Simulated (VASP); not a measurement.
Here is a VASP 6.6.1 calculation.

File INCAR:

```
ALGO = Normal
EDIFF = 1E-6
EDIFFG = -0.002
ENCUT = 600
GGA = CA
IBRION = 2
ISIF = 3
ISMEAR = 0
LASPH = T
LCHARG = F
LREAL = F
LWAVE = F
NELM = 100
NSW = 100
PREC = Accurate
PSTRESS = 20.0
SIGMA = 0.01
```

File KPOINTS:

```
k-points
0
Gamma
  8 8 8
```

The input POSCAR:

```
MgS
1.0
    2.5641824302      2.5641824302      0.0000000000
   -2.5641824302      2.5641824302      0.0000000000
    0.0000000000      2.5641824302      2.5641824302
Mg S
1 1
Direct
    0.0000000000      0.0000000000      0.0000000000
    0.5000000000      0.5000000000      0.0000000000
```

Potentials or basis: VASP PAW LDA potentials, release 64 (Mg, S).

Run with:

```console
$ cat potpaw_LDA.64/Mg/POTCAR potpaw_LDA.64/S/POTCAR > POTCAR
$ mpirun -np 1 vasp_std > vasp.out
```

(1) Predict the space group after relaxing (to 0.05 Å).

(2) Predict the relaxed volume.

## Answers

(1) Fm-3m (No. 225).

(2) 16.38 Å³/atom.

Caveat: the cell is relaxed towards a set pressure, so the enthalpy falls and the energy may rise.
